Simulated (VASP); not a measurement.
# Mn (Fm-3m) in VASP: notebook

Runs on Mn. Level: PBE. Tasks: single point.

Everything below comes from runs of VASP 6.6.1. Logs are shortened: lines on timing, memory, paths and dates and some standing lists are left out, and cuts for length are marked.

## 1. The cell of the first run

It takes space group Fm-3m (No. 225, cubic). The conventional cell has a = 3.432 Å, b = 3.432 Å, c = 3.432 Å, α = 90.00°, β = 90.00°, γ = 90.00°. Within 3.2 Å of Mn (site symmetry m-3m) lie 12 Mn at 2.43 Å.

## 2. Single point, PBE

File INCAR:

```
SYSTEM = Mn
PREC     = Accurate       ! precision mode
ENCUT    = 520            ! plane-wave cutoff, eV
EDIFF    = 1E-6           ! SCF threshold, eV
ISMEAR   = -1             ! smearing method
SIGMA    = 0.06122561905347299 ! smearing width, eV
LREAL    = .FALSE.        ! projectors in reciprocal space
LASPH    = .TRUE.         ! aspherical terms in the spheres
NELM     = 80             ! most SCF steps
ALGO     = Normal         ! electronic algorithm
ISIF     = 2              ! what is computed and relaxed
LWAVE    = .FALSE.        ! write WAVECAR
LCHARG   = .TRUE.         ! write CHGCAR
GGA      = PE             ! functional
LELF     = .TRUE.         ! ELF
LVHAR    = .TRUE.       
NBANDS   = 12             ! bands
```

File KPOINTS:

```
Automatic mesh
0
G
  18 18 18
  0 0 0
```

File POSCAR:

```
Mn
1.0
    0.0000000000      1.7161235827      1.7161235827
    1.7161235827      0.0000000000      1.7161235827
    1.7161235827      1.7161235827      0.0000000000
Mn
1
Direct
    0.0000000000      0.0000000000      0.0000000000
```

Potentials or basis: VASP PAW PBE potentials, release 64 (Mn_pv).

On the command line:

```
> cat potpaw_PBE.64/Mn_pv/POTCAR > POTCAR
> mpirun -np 1 vasp_std > vasp.out
```

OUTCAR:

```text
SYSTEM = Mn
   PREC = Accurate
   ENCUT = 520
   EDIFF = 1E-6
   ISMEAR = -1
   LREAL = .FALSE.
   LASPH = .TRUE.
   NELM = 80
   ISIF = 2
   GGA = PE

 ion  position               nearest neighbor table
   1  0.000  0.000  0.000-

  LATTYP: Found a face centered cubic cell.
 ALAT       =     3.4322471654

  Lattice vectors:

 A1 = (   0.0000000000,   1.7161235827,   1.7161235827)
 A2 = (   1.7161235827,   0.0000000000,   1.7161235827)
 A3 = (   1.7161235827,   1.7161235827,   0.0000000000)

Analysis of symmetry for initial positions (statically):
=====================================================================
 Subroutine PRICEL returns:
 Original cell was already a primitive cell.

 Routine SETGRP: Setting up the symmetry group for a
 face centered cubic supercell.

 Subroutine GETGRP returns: Found 48 space group operations
 (whereof 48 operations were pure point group operations)
 out of a pool of 48 trial point group operations.

The static configuration has the point symmetry O_h .

Analysis of symmetry for dynamics (positions and initial velocities):
=====================================================================
 Subroutine PRICEL returns:
 Original cell was already a primitive cell.

 Routine SETGRP: Setting up the symmetry group for a
 face centered cubic supercell.

 Subroutine GETGRP returns: Found 48 space group operations
 (whereof 48 operations were pure point group operations)
 out of a pool of 48 trial point group operations.

The dynamic configuration has the point symmetry O_h .

 Subroutine INISYM returns: Found 48 space group operations
 (whereof 48 operations are pure point group operations),
 and found     1 'primitive' translations

----------------------------------------------------------------------------------------

                                     Primitive cell

  volume of cell :      10.1082

  direct lattice vectors                    reciprocal lattice vectors
     0.000000000  1.716123583  1.716123583    -0.291354309  0.291354309  0.291354309
     1.716123583  0.000000000  1.716123583     0.291354309 -0.291354309  0.291354309
     1.716123583  1.716123583  0.000000000     0.291354309  0.291354309 -0.291354309

  length of vectors
     2.426965245  2.426965245  2.426965245     0.504640466  0.504640466  0.504640466

  position of ions in fractional coordinates (direct lattice)
     0.000000000  0.000000000  0.000000000

  ion indices of the primitive-cell ions
   primitive index   ion index
                 1           1

----------------------------------------------------------------------------------------

 KPOINTS: Automatic mesh

Automatic generation of k-mesh.
 Grid dimensions read from file:
 generate k-points for:   18   18   18

 Generating k-lattice:

  Cartesian coordinates                     Fractional coordinates (reciprocal lattice)
    -0.016186350  0.016186350  0.016186350     0.055555556  0.000000000  0.000000000
     0.016186350 -0.016186350  0.016186350     0.000000000  0.055555556  0.000000000
     0.016186350  0.016186350 -0.016186350     0.000000000  0.000000000  0.055555556

  Length of vectors
     0.028035581  0.028035581  0.028035581

  Shift w.r.t. Gamma in fractional coordinates (k-lattice)
     0.000000000  0.000000000  0.000000000

 Subroutine IBZKPT returns following result:
 ===========================================

 Found    195 irreducible k-points:

 Following reciprocal coordinates:
            Coordinates               Weight
  0.000000  0.000000  0.000000      1.000000
  0.055556  0.000000  0.000000      8.000000
  0.111111  0.000000  0.000000      8.000000
  0.166667  0.000000  0.000000      8.000000
  0.222222  0.000000  0.000000      8.000000
  0.277778  0.000000  0.000000      8.000000
[... 16 lines left out ...]
 -0.277778  0.055556  0.000000     24.000000
 -0.222222  0.055556  0.000000     24.000000
 [... further k-points ...]
   k-points           NKPTS =    195   k-points in BZ     NKDIM =    195   number of bands    NBANDS=     12
   number of dos      NEDOS =    301   number of ions     NIONS =      1
   total plane-waves  NPLWV =   5832
   dimension x,y,z NGX =    18 NGY =   18 NGZ =   18
   dimension x,y,z NGXF=    36 NGYF=   36 NGZF=   36
   ions per type =               1
   NGX,Y,Z   is equivalent  to a cutoff of  12.33, 12.33, 12.33 a.u.
   NGXF,Y,Z  is equivalent  to a cutoff of  24.66, 24.66, 24.66 a.u.
 SYSTEM =  Mn
   PREC   = accura    normal or accurate (medium, high low for compatibility)
   ISTART =      0    job   : 0-new  1-cont  2-samecut
   ICHARG =      2    charge: 1-file 2-atom 10-const
   ISPIN  =      1    spin polarized calculation?
   LNONCOLLINEAR =      F non collinear calculations
   LSORBIT =      F    spin-orbit coupling
   LASPH  =      T    aspherical Exc in radial PAW
   ENCUT  =  520.0 eV  38.22 Ry    6.18 a.u.   4.51  4.51  4.51*2*pi/ulx,y,z
   NELM   =     80;   NELMIN=  2; NELMDL= -5     # of ELM steps
   EDIFF  = 0.1E-05   stopping-criterion for ELM
   LREAL  =      F    real-space projection
[... 7 lines left out ...]
   TEBEG  =    0.0;   TEEND  =   0.0 temperature during run
   PSTRESS=    0.0 pullay stress
   NELECT =      13.0000    total number of electrons
   NUPDOWN=      -1.0000    fix difference up-down
   EMIN   =  10.00;   EMAX   =-10.00  energy-range for DOS
   EFERMI =   0.00;   METHOD = LEGACY
   ISMEAR =    -1;   SIGMA  =   0.06  broadening in eV -4-tet -1-fermi 0-gaus
   EFERMI_NEDOS =   21; number of points for ismear=-14 and -15
   IALGO  =     38    algorithm
   IMIX   =      4    mixing-type and parameters
     AMIX     =   0.40;   BMIX     =  1.00
     AMIX_MAG =   1.60;   BMIX_MAG =  1.00
  volume/ion in A,a.u.               =      10.11        68.21
  Fermi-wavevector in a.u.,A,eV,Ry     =   1.780317  3.364312 43.124065  3.169529
  Thomas-Fermi vector in A             =   2.845133
   LORBIT       =      0    0 simple, 1 ext, 2 COOP (PROOUT), +10 PAW based schemes
   GGA     = PE    functional components
   LHFCALC =     F    Hartree Fock is set to
   AEXX    =    0.0000 exact exchange contribution
   IVDW    =     0    specifies the selected vdW correction
   LEPSILON=     F    determine dielectric tensor
   LRPA    =     F    only Hartree local field effects (RPA)
 non-spin polarized calculation
  energy-cutoff  :      520.00
  volume of cell :       10.11
 maximum number of plane-waves:       290
 NGX is ok and might be reduce to    18
   NGX =  9   NGY =  9   NGZ =  9

 number of electron      13.0000014 magnetization

 Free energy of the ion-electron system (eV)
  ---------------------------------------------------
  ext. energy  EPLUGINS =         0.00000000
  ---------------------------------------------------
  free energy    TOTEN  =        -8.88798715 eV

  energy without entropy =       -8.87034245  energy(sigma->0) =       -8.87916480

 E-fermi :  11.4066     XC(G=0): -14.3953

 val. band max:       11.4050864780   @ k =  -0.1667   0.2222   0.0556
 cond. band min:      11.4067203045   @ k =   0.3333   0.2222   0.0556
 fundamental gap:      0.0016338264
 Fermi energy:        11.4066265059

 k-point     1 :       0.0000    0.0000    0.0000
  band No.  band energies     occupation
      1     -36.2043      2.00000
      2     -36.2043      2.00000
      3     -36.2043      2.00000
      4       2.8191      2.00000
      5      10.1474      2.00000
      6      10.1474      2.00000
      7      10.1474      2.00000
      8      11.9937      0.00014
      9      11.9937      0.00014
     10      33.2009      0.00000
     11      39.4355      0.00000
     12      39.4355      0.00000

 k-point     2 :       0.0556    0.0000    0.0000
  band No.  band energies     occupation
      1     -36.2332      2.00000
      2     -36.2079      2.00000
      3     -36.2079      2.00000
      4       2.9573      2.00000
      5      10.0857      2.00000
      6      10.1923      2.00000
      7      10.1923      2.00000
      8      11.9692      0.00020
      9      11.9692      0.00020
     10      33.2323      0.00000
     11      38.1556      0.00000
     12      39.4737      0.00000

 k-point     3 :       0.1111    0.0000    0.0000
  band No.  band energies     occupation
      1     -36.3162      2.00000
      2     -36.2184      2.00000
      3     -36.2184      2.00000
      4       3.3609      2.00000
      5       9.9202      2.00000
      6      10.3089      2.00000
      7      10.3089      2.00000
      8      11.9160      0.00049
      9      11.9160      0.00049
     10      33.1122      0.00000
     11      36.0441      0.00000
     12      39.5721      0.00000
[... 286 lines left out ...]
 k-point    23 :      -0.2778    0.0556    0.0000
  band No.  band energies     occupation
      1     -36.8060      2.00000
      2     -36.3124      2.00000
      3     -36.2724      2.00000
      4       5.9037      2.00000
      5       9.5532      2.00000
      6      10.3232      2.00000
      7      10.4292      2.00000
      8      12.1455      0.00001
      9      12.7451      0.00000
     10      26.7626      0.00000
     11      33.1957      0.00000
     12      38.0710      0.00000

 k-point    24 :      -0.2222    0.0556    0.0000
  band No.  band energies     occupation
      1     -36.6516      2.00000
      2     -36.2909      2.00000
      3     -36.2512      2.00000
      4       5.1567      2.00000
      5       9.4413      2.00000
      6      10.4486      2.00000
      7      10.5411      2.00000
      8      11.8223      0.00225
      9      12.3910      0.00000
     10      29.0954      0.00000
     11      33.7145      0.00000
     12      38.4605      0.00000

 [... further k-points ...]
[... 5 lines left out ...]
  --------------------------------------------------------------------------------------
  -------------------------------------------------------------------------------------
  Total        1.2271358      1.2271358      1.2271358      0.0000000      0.0000000     -0.0000000
  in kB      194.5035480    194.5035480    194.5035480      0.0000000      0.0000000     -0.0000000
  external PRESSURE =     194.5035480 kB  Pullay stress =       0.0000000 kB

 VOLUME and BASIS-vectors are now :
 -----------------------------------------------------------------------------
  energy-cutoff  :      520.00
  volume of cell :       10.11
      direct lattice vectors                 reciprocal lattice vectors
     0.000000000  1.716123583  1.716123583    -0.291354309  0.291354309  0.291354309
     1.716123583  0.000000000  1.716123583     0.291354309 -0.291354309  0.291354309
     1.716123583  1.716123583  0.000000000     0.291354309  0.291354309 -0.291354309

 POSITION                                       TOTAL-FORCE (eV/Angst)
 -----------------------------------------------------------------------------------
      0.00000      0.00000      0.00000         0.000000      0.000000     -0.000000
 -----------------------------------------------------------------------------------
    total drift:                                0.000000     -0.000000      0.000000

  FREE ENERGIE OF THE ION-ELECTRON SYSTEM (eV)
  ---------------------------------------------------
  free  energy   TOTEN  =        -8.8879871541 eV

  energy  without entropy=       -8.8703424504  energy(sigma->0) =       -8.87916480
```

Wall time 19 s (1 thread of Intel Xeon Platinum 8259CL at 2.50GHz (Skylake/Cascade Lake), shared host); peak memory 0.13 GiB.

Results:

```
Free energy : -8.8880 eV
Pressure    : 19.5 GPa
```

Caveat: the run has no spin polarisation, though such a crystal can be magnetic. Spin polarisation is off, so any magnetic state and its effect on volume and gap are missing.

## 3. Single point, PBE

This run uses another cell than the first one, of 10.32 Å³/atom, 1.021 times its volume.

File INCAR:

```
ALGO     = Normal         # electronic algorithm
EDIFF    = 1E-7           # SCF threshold, eV
ENCUT    = 520            # plane-wave cutoff, eV
GGA      = PE             # functional
ISIF     = 2              # what is computed and relaxed
ISMEAR   = -1             # smearing method
LASPH    = True           # aspherical terms in the spheres
LCHARG   = False          # write CHGCAR
LREAL    = False          # projectors in reciprocal space
LWAVE    = False          # write WAVECAR
NBANDS   = 12             # bands
NELM     = 60             # most SCF steps
PREC     = Accurate       # precision mode
SIGMA    = 0.06122561905347299 # smearing width, eV
```

File KPOINTS:

```
k-points
0
Gamma
  18 18 18
```

File POSCAR:

```
Mn
1.0
    0.0000000000      1.7282093582      1.7282093582
    1.7282093582      0.0000000000      1.7282093582
    1.7282093582      1.7282093582      0.0000000000
Mn
1
Direct
    0.0000000000      0.0000000000      0.0000000000
```

Potentials or basis: VASP PAW PBE potentials, release 64 (Mn_pv).

On the command line:

```
> cat potpaw_PBE.64/Mn_pv/POTCAR > POTCAR
> mpirun -np 1 vasp_std > vasp.out
```

Run time: 21 s. Hardware: 1 thread of Intel Xeon Platinum 8259CL at 2.50GHz (Skylake/Cascade Lake), shared host; peak memory 0.13 GiB.

Results (log left out):

| Quantity | Value |
| --- | --- |
| Free energy | -8.9092 eV |
| Pressure | 12.1 GPa |

Levels at points of the mesh, in eV from the Fermi level:
```tsv
k point	band 4	band 5	band 6	band 7	band 8	band 9	band 10	band 11
(0.00, 0.00, 0.00)	-8.49	-1.22	-1.22	-1.22	0.57	0.57	21.66	27.74
(0.50, 0.00, 0.00)	-4.75	-1.35	-1.35	0.54	1.81	1.81	9.50	20.47
(0.50, 0.50, 0.00)	-4.99	-4.15	1.77	2.14	2.14	3.69	12.77	16.35
```

Caveat: the run has no spin polarisation, though such a crystal can be magnetic.
